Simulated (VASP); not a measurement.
# C in VASP: single point with PBEsol

Aim: the single point of C with PBEsol.

All numbers are computed with VASP 6.6.1; they aren't measurements. Logs are shortened: lines on timing, memory, paths and dates and some standing lists are left out, and cuts for length are marked.

## Step 1: The cell of the first run

The cell holds a slab with vacuum, 32 atoms: a = 9.864 Å, b = 9.864 Å, c = 11.000 Å, α = 90.00°, β = 90.00°, γ = 120.00°.

## Step 2: Single point, PBEsol

The input, INCAR:

```
  ALGO = Normal
  EDIFF = 1E-7
  ENCUT = 520
  GGA = PS
  ISIF = 2
  ISMEAR = -1
  LASPH = T
  LCHARG = F
  LREAL = Auto
  LWAVE = F
  NBANDS = 86
  NELM = 100
  PREC = Accurate
  SIGMA = 0.02
```

The input, KPOINTS:

```
k-points
0
Gamma
  1 1 1
```

The input, POSCAR:

```
C
1.0
    9.8640000000      0.0000000000      0.0000000000
   -4.9320000000      8.5424750000      0.0000000000
    0.0000000000      0.0000000000     11.0000000000
C
32
Direct
   -0.0268179528     -0.0130641295      0.0971090909
    0.1382728723      0.0665497997      0.0977000000
   -0.0199080356      0.2414288599      0.0845454545
    0.1462980241      0.3275514415      0.0889000000
   -0.0144438431      0.4887927679      0.0991181818
    0.1487658489      0.5848188025      0.1073000000
   -0.0074157760      0.7411903459      0.1097090909
    0.1597937161      0.8309418523      0.1156454545
    0.2231840659     -0.0118232714      0.1222545455
    0.3907233425      0.0755869932      0.1039000000
    0.2250466042      0.2398134030      0.0896727273
    0.3980596658      0.3296351467      0.1009090909
    0.2359556397      0.4977831366      0.1005727273
    0.4005814276      0.5714386053      0.1022181818
    0.2337670875      0.7487993819      0.1074636364
    0.4023113552      0.8198092473      0.1056727273
    0.4781074418     -0.0068832510      0.0991090909
    0.6459526101      0.0757859988      0.0828272727
    0.4713297941      0.2447885420      0.0938363636
    0.6442780717      0.3154823397      0.1016181818
    0.4843278835      0.4918715009      0.1031090909
    0.6488540418      0.5723633959      0.0864636364
    0.4878469027      0.7448543894      0.1016818182
    0.6579469419      0.8306140785      0.0911363636
    0.7343777295     -0.0005267794      0.0893909091
    0.8938141860      0.0733745197      0.0737636364
    0.7327091267      0.2383501269      0.0892000000
    0.8958983240      0.3221899976      0.0843272727
    0.7258075203      0.4859013342      0.0951909091
    0.8996012125      0.5683832847      0.0875363636
    0.7431886400      0.7455216433      0.0915636364
    0.9099199692      0.8191302872      0.0977454545
```

Potentials or basis: VASP PAW PBE potentials, release 64 (C).

On the command line:

```
$ cat potpaw_PBE.64/C/POTCAR > POTCAR
$ mpirun -np 1 vasp_gam > vasp.out
```

OUTCAR:

```text
EDIFF = 1E-7
   ENCUT = 520
   GGA = PS
   ISIF = 2
   ISMEAR = -1
   LASPH = T
   LREAL = Auto
   NELM = 100
   PREC = Accurate

 ion  position               nearest neighbor table
   1  0.973  0.987  0.097-   2 1.41  26 1.44  32 1.45
   2  0.138  0.067  0.098-   1 1.41   9 1.42  11 1.48
   3  0.980  0.241  0.085-  28 1.41   4 1.42  26 1.44
   4  0.146  0.328  0.089-   3 1.42  11 1.42  13 1.46
   5  0.986  0.489  0.099-   6 1.40  30 1.42  28 1.43
   6  0.149  0.585  0.107-  15 1.40   5 1.40  13 1.49
[... 24 lines left out ...]
  31  0.743  0.746  0.092-  32 1.43  24 1.46  22 1.48
  32  0.910  0.819  0.098-   7 1.38  31 1.43   1 1.45

  LATTYP: Found a hexagonal cell.
 ALAT       =     9.8640000000
 C/A-ratio  =     1.1151662612

  Lattice vectors:

 A1 = (   9.8640000000,   0.0000000000,   0.0000000000)
 A2 = (  -4.9320000000,   8.5424750000,   0.0000000000)
 A3 = (   0.0000000000,   0.0000000000,  11.0000000000)

Analysis of symmetry for initial positions (statically):
=====================================================================
 Subroutine PRICEL returns:
 Original cell was already a primitive cell.

 Routine SETGRP: Setting up the symmetry group for a
 hexagonal supercell.

 Subroutine GETGRP returns: Found  1 space group operations
 (whereof  1 operations were pure point group operations)
 out of a pool of 24 trial point group operations.

The static configuration has the point symmetry C_1 .

Analysis of symmetry for dynamics (positions and initial velocities):
=====================================================================
 Subroutine PRICEL returns:
 Original cell was already a primitive cell.

 Routine SETGRP: Setting up the symmetry group for a
 hexagonal supercell.

 Subroutine GETGRP returns: Found  1 space group operations
 (whereof  1 operations were pure point group operations)
 out of a pool of 24 trial point group operations.

The dynamic configuration has the point symmetry C_1 .

 Subroutine INISYM returns: Found  1 space group operations
 (whereof  1 operations are pure point group operations),
 and found     1 'primitive' translations

----------------------------------------------------------------------------------------

                                     Primitive cell

  volume of cell :     926.8927

  direct lattice vectors                    reciprocal lattice vectors
     9.864000000  0.000000000  0.000000000     0.101378751  0.058531046  0.000000000
    -4.932000000  8.542475000  0.000000000     0.000000000  0.117062093  0.000000000
     0.000000000  0.000000000 11.000000000     0.000000000  0.000000000  0.090909091

  length of vectors
     9.864000000  9.864000361 11.000000000     0.117062097  0.117062093  0.090909091

  position of ions in fractional coordinates (direct lattice)
     0.973182047  0.986935870  0.097109091
     0.138272872  0.066549800  0.097700000
     0.980091964  0.241428860  0.084545455
     0.146298024  0.327551441  0.088900000
     0.985556157  0.488792768  0.099118182
     0.148765849  0.584818803  0.107300000
[... 24 lines left out ...]
     0.743188640  0.745521643  0.091563636
     0.909919969  0.819130287  0.097745455

  ion indices of the primitive-cell ions
   primitive index   ion index
                 1           1
                 2           2
                 3           3
                 4           4
                 5           5
                 6           6
[... 24 lines left out ...]
                31          31
                32          32

----------------------------------------------------------------------------------------

 KPOINTS: k-points

Automatic generation of k-mesh.
 Grid dimensions read from file:
 generate k-points for:    1    1    1

 Generating k-lattice:

  Cartesian coordinates                     Fractional coordinates (reciprocal lattice)
     0.101378751  0.058531046  0.000000000     1.000000000 -0.000000000  0.000000000
     0.000000000  0.117062093  0.000000000     0.000000000  1.000000000  0.000000000
     0.000000000  0.000000000  0.090909091     0.000000000  0.000000000  1.000000000

  Length of vectors
     0.117062097  0.117062093  0.090909091

  Shift w.r.t. Gamma in fractional coordinates (k-lattice)
     0.000000000  0.000000000  0.000000000

 Subroutine IBZKPT returns following result:
 ===========================================

 Found      1 irreducible k-points:

 Following reciprocal coordinates:
            Coordinates               Weight
  0.000000  0.000000  0.000000      1.000000
   k-points           NKPTS =      1   k-points in BZ     NKDIM =      1   number of bands    NBANDS=     86
   number of dos      NEDOS =    301   number of ions     NIONS =     32
   total plane-waves  NPLWV = 537600
   dimension x,y,z NGX =    80 NGY =   80 NGZ =   84
   dimension x,y,z NGXF=   160 NGYF=  160 NGZF=  168
   ions per type =              32
   NGX,Y,Z   is equivalent  to a cutoff of  13.48, 13.48, 12.70 a.u.
   NGXF,Y,Z  is equivalent  to a cutoff of  26.97, 26.97, 25.39 a.u.
 SYSTEM =  unknown system
   PREC   = accura    normal or accurate (medium, high low for compatibility)
   ISTART =      0    job   : 0-new  1-cont  2-samecut
   ICHARG =      2    charge: 1-file 2-atom 10-const
   ISPIN  =      1    spin polarized calculation?
   LNONCOLLINEAR =      F non collinear calculations
   LSORBIT =      F    spin-orbit coupling
   LASPH  =      T    aspherical Exc in radial PAW
   ENCUT  =  520.0 eV  38.22 Ry    6.18 a.u.  18.34 18.34 20.45*2*pi/ulx,y,z
   NELM   =    100;   NELMIN=  2; NELMDL= -5     # of ELM steps
   EDIFF  = 0.1E-06   stopping-criterion for ELM
   LREAL  =      T    real-space projection
   EDIFFG = 0.1E-05   stopping-criterion for IOM
   NSW    =      0    number of steps for IOM
   IBRION =     -1    ionic relax: 0-MD 1-quasi-New 2-CG
   NFREE  =      0    steps in history (QN), initial steepest desc. (CG)
   ISIF   =      2    stress and relaxation
   ISYM   =      2    0-nonsym 1-usesym 2-fastsym
   POTIM  = 0.5000    time-step for ionic-motion
   TEBEG  =    0.0;   TEEND  =   0.0 temperature during run
   PSTRESS=    0.0 pullay stress
   NELECT =     128.0000    total number of electrons
   NUPDOWN=      -1.0000    fix difference up-down
   EMIN   =  10.00;   EMAX   =-10.00  energy-range for DOS
   EFERMI =   0.00;   METHOD = LEGACY
   ISMEAR =    -1;   SIGMA  =   0.02  broadening in eV -4-tet -1-fermi 0-gaus
   EFERMI_NEDOS =   21; number of points for ismear=-14 and -15
   IALGO  =     38    algorithm
   IMIX   =      4    mixing-type and parameters
     AMIX     =   0.40;   BMIX     =  1.00
     AMIX_MAG =   1.60;   BMIX_MAG =  1.00
  volume/ion in A,a.u.               =      28.97       195.47
  Fermi-wavevector in a.u.,A,eV,Ry     =   0.846191  1.599069  9.742302  0.716039
  Thomas-Fermi vector in A             =   1.961499
   LORBIT       =      0    0 simple, 1 ext, 2 COOP (PROOUT), +10 PAW based schemes
   GGA     = PS    functional components
   LHFCALC =     F    Hartree Fock is set to
   AEXX    =    0.0000 exact exchange contribution
   IVDW    =     0    specifies the selected vdW correction
   LEPSILON=     F    determine dielectric tensor
   LRPA    =     F    only Hartree local field effects (RPA)
 non-spin polarized calculation
  energy-cutoff  :      520.00
  volume of cell :      926.89
 maximum number of plane-waves:     12471
 NGX is ok and might be reduce to    80
   NGX = 37   NGY = 37   NGZ = 41

 number of electron     127.9999999 magnetization

 Free energy of the ion-electron system (eV)
  ---------------------------------------------------
  ext. energy  EPLUGINS =         0.00000000
  ---------------------------------------------------
  free energy    TOTEN  =      -305.57169972 eV

  energy without entropy =     -305.57169972  energy(sigma->0) =     -305.57169972

 E-fermi :  -3.2598     XC(G=0):  -3.8927

 val. band max:       -3.7523464045   @ k =   0.0000   0.0000   0.0000
 cond. band min:      -0.2401675560   @ k =   0.0000   0.0000   0.0000
 fundamental gap:      3.5121788485
 Fermi energy:        -3.2598334303

 k-point     1 :       0.0000    0.0000    0.0000
  band No.  band energies     occupation
      1     -21.0816      2.00000
      2     -19.9717      2.00000
      3     -19.7903      2.00000
      4     -19.6079      2.00000
      5     -19.4333      2.00000
      6     -19.4302      2.00000
[... 68 lines left out ...]
     75       3.0786      0.00000
     76       3.6257      0.00000
 [bands above 76 left out]

------------------------ aborting loop because EDIFF is reached ----------------------------------------

  FORCE on cell =-STRESS in cart. coord.  units (eV):
  Direction    XX          YY          ZZ          XY          YZ          ZX
  --------------------------------------------------------------------------------------
  -------------------------------------------------------------------------------------
  Total       -3.7561342     -7.8358842     -2.2759457     -3.5325734     -0.0405231     -0.7197971
  in kB       -6.4926534    -13.5446918     -3.9340785     -6.1062182     -0.0700461     -1.2442030
  external PRESSURE =      -7.9904746 kB  Pullay stress =       0.0000000 kB

 VOLUME and BASIS-vectors are now :
 -----------------------------------------------------------------------------
  energy-cutoff  :      520.00
  volume of cell :      926.89
      direct lattice vectors                 reciprocal lattice vectors
     9.864000000  0.000000000  0.000000000     0.101378751  0.058531046  0.000000000
    -4.932000000  8.542475000  0.000000000     0.000000000  0.117062093  0.000000000
     0.000000000  0.000000000 11.000000000     0.000000000  0.000000000  0.090909091

 POSITION                                       TOTAL-FORCE (eV/Angst)
 -----------------------------------------------------------------------------------
      4.73190      8.43088      1.06820         2.114651     -0.050049     -1.230983
      1.03570      0.56850      1.07470        -0.305461      2.984038      0.938388
      8.47690      2.06240      0.93000         0.119928     -0.371738     -1.024956
     -0.17240      2.79810      0.97790         0.478683      0.128124      0.271705
      7.31080      4.17550      1.09030        -2.304886      0.227639     -0.986886
     -1.41690      4.99580      1.18030         2.936860     -2.626821     -0.753612
[... 24 lines left out ...]
      3.65390      6.36860      1.00720        -1.134559     -2.250398     -0.496604
      4.93550      6.99740      1.07520        -4.288636      1.766376      0.382910
 -----------------------------------------------------------------------------------
    total drift:                               -0.026089     -0.027569      0.011454

  FREE ENERGIE OF THE ION-ELECTRON SYSTEM (eV)
  ---------------------------------------------------
  free  energy   TOTEN  =      -305.5716997228 eV

  energy  without entropy=     -305.5716997228  energy(sigma->0) =     -305.57169972
```

Run time: 2.6 min. Hardware: 1 thread of Intel Xeon 6975P-C (Granite Rapids), shared host; peak memory 0.89 GiB.

Results:

```
Free energy            : -305.5717 eV
Largest force          : 6.119 eV/Å
Band gap on the k mesh : 3.51 eV
```

Forces in eV/Å, atoms in the order of the input:
```
C    2.115 -0.050 -1.231
C   -0.305  2.984  0.938
C    0.120 -0.372 -1.025
C    0.479  0.128  0.272
C   -2.305  0.228 -0.987
C    2.937 -2.627 -0.754
C   -0.288 -2.430 -1.555
C   -4.017 -1.874  0.397
C    1.656  3.259 -2.029
C    0.176 -0.024  0.287
C    1.127  0.176  0.909
C   -2.672 -1.656 -0.705
C   -1.284 -0.820  0.057
C   -0.966  2.887  0.231
C    4.327 -2.031  0.571
C   -2.820  3.581 -0.284
C    0.885 -0.630 -0.238
C   -0.472 -0.797  1.269
C    5.317 -2.739  1.295
C   -2.295  2.522 -1.405
C   -0.351  0.612 -1.037
C   -0.051  1.756  1.656
C    1.938 -1.950 -0.382
C   -0.547 -0.588  0.657
C   -0.711 -3.196 -1.442
C    1.849  1.246  2.150
C   -2.265  0.710 -0.150
C    1.723  0.787  1.051
C    3.028 -0.336 -0.816
C   -0.903  1.725  2.411
C   -1.135 -2.250 -0.497
C   -4.289  1.766  0.383
```

Levels at points of the mesh, in eV from the valence-band top:
```
           k point  band 62  band 63  band 64  band 65  band 66  band 67
(0.00, 0.00, 0.00)    -0.19    -0.13     0.00     3.51     3.76     3.91
```

Caveat: the k points lie up to 0.74 Å⁻¹ apart; the PAW data sets were made with another functional, which shifts forces and pressure a little.
